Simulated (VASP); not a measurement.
# BiTe: single point with PBE

The system is BiTe.

```
Bi Te
1.0
     0.00000    3.50806    3.50806
     3.50806    0.00000    3.50806
     3.50806    3.50806    0.00000
Bi Te
1 1
Direct
  0.00000 0.00000 0.00000
  0.25000 0.25000 0.25000
```

* Program: VASP 6.6.1
* Task: single point
* Functional: PBE
* Potentials or basis: VASP PAW PBE potentials, release 64 (Bi_d, Te)
* Cutoff: 520 eV
* k mesh: 6 × 6 × 6
* Occupations: gaussian, width 0.05 eV
* Spin: no spin polarisation

```
Pressure               : 3.2 GPa
Band gap on the k mesh : zero (an odd number of electrons rules out a gap without spin polarisation)
```

Levels at points of the mesh, in eV from the Fermi level:
| k point | band 8 | band 9 | band 10 | band 11 | band 12 | band 13 |
| --- | --- | --- | --- | --- | --- | --- |
| (0.00, 0.00, 0.00) | -3.03 | -3.03 | -3.03 | -0.32 | -0.32 | -0.32 |
| (0.50, 0.00, 0.00) | -3.71 | -3.71 | -3.66 | 0.68 | 0.68 | 2.47 |
| (0.50, 0.50, 0.00) | -4.48 | -4.48 | -2.04 | -1.20 | 2.97 | 2.97 |

Run time: 23 s on 1 thread of Intel(R) Xeon(R) Platinum 8488C (Sapphire Rapids), on a shared host, peak memory 0.23 GiB.

Caveat: the cell stands under pressure; spin-orbit coupling is left out, which moves the levels of the heavy elements; an odd number of electrons without spin polarisation forces a metal; a magnetic or distorted state may lie lower.
